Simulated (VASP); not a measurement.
# TaN (P-6m2) in VASP: a series of runs

Runs on TaN. Level: PBE. Tasks: single point.

All numbers are computed with VASP 6.6.1; they aren't measurements. Logs are shortened: lines on timing, memory, paths and dates and some standing lists are left out, and cuts for length are marked.

### Step 1. The cell of the first run

It takes space group P-6m2 (No. 187, hexagonal). Conventional cell: a = 2.950 Å, b = 2.950 Å, c = 2.898 Å, α = 90.00°, β = 90.00°, γ = 120.00°. Ta (site symmetry -6m2) has 6 N at 2.24 Å and 8 Ta at 2.90 to 2.95 Å within 3.0 Å. N (site symmetry -6m2) has 6 Ta at 2.24 Å and 8 N at 2.90 to 2.95 Å within 3.0 Å.

### Step 2. Single point, PBE

The input, INCAR:

```
SYSTEM = TaN
PREC     = Accurate       ! precision mode
ENCUT    = 520            ! plane-wave cutoff, eV
EDIFF    = 1E-7           ! SCF threshold, eV
ISMEAR   = 0              ! smearing method
SIGMA    = 0.1            ! smearing width, eV
LREAL    = .FALSE.        ! projectors in reciprocal space
LASPH    = .TRUE.         ! aspherical terms in the spheres
NELM     = 80             ! most SCF steps
ALGO     = Normal         ! electronic algorithm
ISIF     = 2              ! what is computed and relaxed
LWAVE    = .FALSE.        ! write WAVECAR
LCHARG   = .FALSE.        ! write CHGCAR
GGA      = PE             ! functional
NBANDS   = 15             ! bands
```

The input, KPOINTS:

```
regular mesh
0
G
  12 12 12
  0 0 0
```

The input, POSCAR:

```
TaN
1.0
    2.9501846798      0.0000000000      0.0000000000
   -1.4750923399      2.5549348785      0.0000000000
    0.0000000000      0.0000000000      2.8977716015
Ta N
1 1
Direct
    0.3333333333      0.6666666667      0.5000000000
    0.0000000000      0.0000000000      0.0000000000
```

Potentials or basis: VASP PAW PBE potentials, release 64 (Ta_pv, N).

On the command line:

```sh
$ cat potpaw_PBE.64/Ta_pv/POTCAR potpaw_PBE.64/N/POTCAR > POTCAR
$ mpirun -np 1 vasp_std > vasp.out
```

OUTCAR:

```text
SYSTEM = TaN
   PREC = Accurate
   ENCUT = 520
   EDIFF = 1E-7
   ISMEAR = 0
   LREAL = .FALSE.
   LASPH = .TRUE.
   NELM = 80
   ISIF = 2
   GGA = PE

 ion  position               nearest neighbor table
   1  0.333  0.667  0.500-   2 2.24   2 2.24   2 2.24   2 2.24   2 2.24   2 2.24
   2  0.000  0.000  0.000-   1 2.24   1 2.24   1 2.24   1 2.24   1 2.24   1 2.24

  LATTYP: Found a hexagonal cell.
 ALAT       =     2.9501846798
 C/A-ratio  =     0.9822339670

  Lattice vectors:

 A1 = (   2.9501846798,   0.0000000000,   0.0000000000)
 A2 = (  -1.4750923399,   2.5549348785,   0.0000000000)
 A3 = (   0.0000000000,   0.0000000000,   2.8977716015)

Analysis of symmetry for initial positions (statically):
=====================================================================
 Subroutine PRICEL returns:
 Original cell was already a primitive cell.

 Routine SETGRP: Setting up the symmetry group for a
 hexagonal supercell.

 Subroutine GETGRP returns: Found 12 space group operations
 (whereof 12 operations were pure point group operations)
 out of a pool of 24 trial point group operations.

The static configuration has the point symmetry D_3h.

Analysis of symmetry for dynamics (positions and initial velocities):
=====================================================================
 Subroutine PRICEL returns:
 Original cell was already a primitive cell.

 Routine SETGRP: Setting up the symmetry group for a
 hexagonal supercell.

 Subroutine GETGRP returns: Found 12 space group operations
 (whereof 12 operations were pure point group operations)
 out of a pool of 24 trial point group operations.

The dynamic configuration has the point symmetry D_3h.

 Subroutine INISYM returns: Found 12 space group operations
 (whereof 12 operations are pure point group operations),
 and found     1 'primitive' translations

----------------------------------------------------------------------------------------

                                     Primitive cell

  volume of cell :      21.8420

  direct lattice vectors                    reciprocal lattice vectors
     2.950184680  0.000000000  0.000000000     0.338961831  0.195699704  0.000000000
    -1.475092340  2.554934879  0.000000000     0.000000000  0.391399408  0.000000000
     0.000000000  0.000000000  2.897771602     0.000000000  0.000000000  0.345092760

  length of vectors
     2.950184680  2.950184680  2.897771602     0.391399408  0.391399408  0.345092760

  position of ions in fractional coordinates (direct lattice)
     0.333333333  0.666666667  0.500000000
     0.000000000  0.000000000  0.000000000

  ion indices of the primitive-cell ions
   primitive index   ion index
                 1           1
                 2           2

----------------------------------------------------------------------------------------

 KPOINTS: regular mesh

Automatic generation of k-mesh.
 Grid dimensions read from file:
 generate k-points for:   12   12   12

 Generating k-lattice:

  Cartesian coordinates                     Fractional coordinates (reciprocal lattice)
     0.028246819  0.016308309  0.000000000     0.083333333  0.000000000  0.000000000
     0.000000000  0.032616617  0.000000000     0.000000000  0.083333333  0.000000000
     0.000000000  0.000000000  0.028757730     0.000000000  0.000000000  0.083333333

  Length of vectors
     0.032616617  0.032616617  0.028757730

  Shift w.r.t. Gamma in fractional coordinates (k-lattice)
     0.000000000  0.000000000  0.000000000

 Subroutine IBZKPT returns following result:
 ===========================================

 Found    133 irreducible k-points:

 Following reciprocal coordinates:
            Coordinates               Weight
  0.000000  0.000000  0.000000      1.000000
  0.083333  0.000000  0.000000      6.000000
  0.166667  0.000000  0.000000      6.000000
  0.250000  0.000000  0.000000      6.000000
  0.333333 -0.000000  0.000000      6.000000
  0.416667  0.000000  0.000000      6.000000
[... 16 lines left out ...]
  0.250000  0.000000  0.083333     12.000000
  0.333333 -0.000000  0.083333     12.000000
 [... further k-points ...]
   k-points           NKPTS =    133   k-points in BZ     NKDIM =    133   number of bands    NBANDS=     15
   number of dos      NEDOS =    301   number of ions     NIONS =      2
   total plane-waves  NPLWV =  13824
   dimension x,y,z NGX =    24 NGY =   24 NGZ =   24
   dimension x,y,z NGXF=    48 NGYF=   48 NGZF=   48
   ions per type =               1   1
   NGX,Y,Z   is equivalent  to a cutoff of  13.52, 13.52, 13.77 a.u.
   NGXF,Y,Z  is equivalent  to a cutoff of  27.05, 27.05, 27.54 a.u.
 SYSTEM =  TaN
   PREC   = accura    normal or accurate (medium, high low for compatibility)
   ISTART =      0    job   : 0-new  1-cont  2-samecut
   ICHARG =      2    charge: 1-file 2-atom 10-const
   ISPIN  =      1    spin polarized calculation?
   LNONCOLLINEAR =      F non collinear calculations
   LSORBIT =      F    spin-orbit coupling
   LASPH  =      T    aspherical Exc in radial PAW
   ENCUT  =  520.0 eV  38.22 Ry    6.18 a.u.   5.49  5.49  5.39*2*pi/ulx,y,z
   NELM   =     80;   NELMIN=  2; NELMDL= -5     # of ELM steps
   EDIFF  = 0.1E-06   stopping-criterion for ELM
   LREAL  =      F    real-space projection
   EDIFFG = 0.1E-05   stopping-criterion for IOM
   NSW    =      0    number of steps for IOM
   IBRION =     -1    ionic relax: 0-MD 1-quasi-New 2-CG
   NFREE  =      0    steps in history (QN), initial steepest desc. (CG)
   ISIF   =      2    stress and relaxation
   ISYM   =      2    0-nonsym 1-usesym 2-fastsym
   POTIM  = 0.5000    time-step for ionic-motion
   TEBEG  =    0.0;   TEEND  =   0.0 temperature during run
   PSTRESS=    0.0 pullay stress
   NELECT =      16.0000    total number of electrons
   NUPDOWN=      -1.0000    fix difference up-down
   EMIN   =  10.00;   EMAX   =-10.00  energy-range for DOS
   EFERMI =   0.00;   METHOD = LEGACY
   ISMEAR =     0;   SIGMA  =   0.10  broadening in eV -4-tet -1-fermi 0-gaus
   EFERMI_NEDOS =   21; number of points for ismear=-14 and -15
   IALGO  =     38    algorithm
   IMIX   =      4    mixing-type and parameters
     AMIX     =   0.40;   BMIX     =  1.00
     AMIX_MAG =   1.60;   BMIX_MAG =  1.00
  volume/ion in A,a.u.               =      10.92        73.70
  Fermi-wavevector in a.u.,A,eV,Ry     =   1.475765  2.788791 29.631873  2.177881
  Thomas-Fermi vector in A             =   2.590374
   LORBIT       =      0    0 simple, 1 ext, 2 COOP (PROOUT), +10 PAW based schemes
   GGA     = PE    functional components
   LHFCALC =     F    Hartree Fock is set to
   AEXX    =    0.0000 exact exchange contribution
   IVDW    =     0    specifies the selected vdW correction
   LEPSILON=     F    determine dielectric tensor
   LRPA    =     F    only Hartree local field effects (RPA)
 non-spin polarized calculation
 Gauss-broadening in eV      SIGMA  =   0.10
  energy-cutoff  :      520.00
  volume of cell :       21.84
 maximum number of plane-waves:       611
 NGX is ok and might be reduce to    24
   NGX = 11   NGY = 11   NGZ = 11

 number of electron      16.0000001 magnetization

 Free energy of the ion-electron system (eV)
  ---------------------------------------------------
  ext. energy  EPLUGINS =         0.00000000
  ---------------------------------------------------
  free energy    TOTEN  =       -22.44656218 eV

  energy without entropy =      -22.44627698  energy(sigma->0) =      -22.44641958

 E-fermi :   8.1769     XC(G=0): -13.2725

 val. band max:        8.0877734294   @ k =   0.0000   0.0000   0.4167
 cond. band min:       8.2384729080   @ k =   0.3333   0.3333   0.0000
 fundamental gap:      0.1506994786
 Fermi energy:         8.1769324447

 k-point     1 :       0.0000    0.0000    0.0000
  band No.  band energies     occupation
      1     -26.7753      2.00000
      2     -26.5151      2.00000
      3     -26.5151      2.00000
      4      -9.5636      2.00000
      5       3.6166      2.00000
      6       3.6166      2.00000
      7       3.9646      2.00000
      8       5.1980      2.00000
      9      10.2329      0.00000
     10      11.6317      0.00000
     11      11.6317      0.00000
     12      12.0401      0.00000
     13      12.0401      0.00000
     14      21.1255      0.00000
     15      21.4687      0.00000

 k-point     2 :       0.0833    0.0000    0.0000
  band No.  band energies     occupation
      1     -26.7663      2.00000
      2     -26.5864      2.00000
      3     -26.5304      2.00000
      4      -9.4238      2.00000
      5       3.1900      2.00000
      6       3.7225      2.00000
      7       4.1631      2.00000
      8       4.9975      2.00000
      9      10.7360      0.00000
     10      11.3496      0.00000
     11      11.6554      0.00000
     12      11.9680      0.00000
     13      12.2271      0.00000
     14      21.1123      0.00000
     15      21.4620      0.00000

 k-point     3 :       0.1667    0.0000    0.0000
  band No.  band energies     occupation
      1     -26.7767      2.00000
      2     -26.7416      2.00000
      3     -26.5718      2.00000
      4      -9.0380      2.00000
      5       2.2979      2.00000
      6       4.0040      2.00000
      7       4.5067      2.00000
      8       4.6114      2.00000
      9      10.6343      0.00000
     10      11.7674      0.00000
     11      11.7770      0.00000
     12      11.9918      0.00000
     13      12.6412      0.00000
     14      21.0922      0.00000
     15      21.4514      0.00000
[... 343 lines left out ...]
 k-point    23 :       0.2500    0.0000    0.0833
  band No.  band energies     occupation
      1     -27.0201      2.00000
      2     -26.7650      2.00000
      3     -26.6222      2.00000
      4      -8.4144      2.00000
      5       1.4176      2.00000
      6       3.5341      2.00000
      7       4.3088      2.00000
      8       5.3570      2.00000
      9      10.3423      0.00000
     10      10.8856      0.00000
     11      12.4061      0.00000
     12      12.7352      0.00000
     13      13.9851      0.00000
     14      21.0212      0.00000
     15      21.4416      0.00000

 k-point    24 :       0.3333   -0.0000    0.0833
  band No.  band energies     occupation
      1     -27.2587      2.00000
      2     -26.7294      2.00000
      3     -26.6773      2.00000
      4      -7.8860      2.00000
      5       0.6293      2.00000
      6       3.2114      2.00000
      7       4.5502      2.00000
      8       5.3467      2.00000
      9      10.6979      0.00000
     10      11.1015      0.00000
     11      12.6899      0.00000
     12      12.9116      0.00000
     13      14.8825      0.00000
     14      21.1984      0.00000
     15      21.4590      0.00000

 [... further k-points ...]
[... 5 lines left out ...]
  --------------------------------------------------------------------------------------
  -------------------------------------------------------------------------------------
  Total        0.0781228      0.0781228      0.1099253      0.0000000      0.0000000     -0.0000000
  in kB        5.7305320      5.7305320      8.0633441      0.0000000      0.0000000     -0.0000000
  external PRESSURE =       6.5081360 kB  Pullay stress =       0.0000000 kB

 VOLUME and BASIS-vectors are now :
 -----------------------------------------------------------------------------
  energy-cutoff  :      520.00
  volume of cell :       21.84
      direct lattice vectors                 reciprocal lattice vectors
     2.950184680  0.000000000  0.000000000     0.338961831  0.195699704  0.000000000
    -1.475092340  2.554934879  0.000000000     0.000000000  0.391399408  0.000000000
     0.000000000  0.000000000  2.897771602     0.000000000  0.000000000  0.345092760

 POSITION                                       TOTAL-FORCE (eV/Angst)
 -----------------------------------------------------------------------------------
     -0.00000      1.70329      1.44889        -0.000000      0.000000      0.000000
      0.00000      0.00000      0.00000         0.000000      0.000000      0.000000
 -----------------------------------------------------------------------------------
    total drift:                                0.000000     -0.000000     -0.000000

  FREE ENERGIE OF THE ION-ELECTRON SYSTEM (eV)
  ---------------------------------------------------
  free  energy   TOTEN  =       -22.4465621816 eV

  energy  without entropy=      -22.4462769844  energy(sigma->0) =      -22.44641958
```

Wall time 37 s (1 thread of AMD EPYC 7R13 (Zen 3), shared host); peak memory 0.14 GiB.

Results:

```
Free energy            : -22.4466 eV
Pressure               : 0.7 GPa
Band gap on the k mesh : zero (band 8 reaches 8.34 eV, above the bottom of band 9 at 8.03 eV)
```

Stress tensor (GPa, compression positive):
```
0.57 0.00 0.00
0.00 0.57 0.00
0.00 0.00 0.81
```

Caveat: spin-orbit coupling is left out, which moves the levels of the heavy elements.

[end of part 1 of 2]
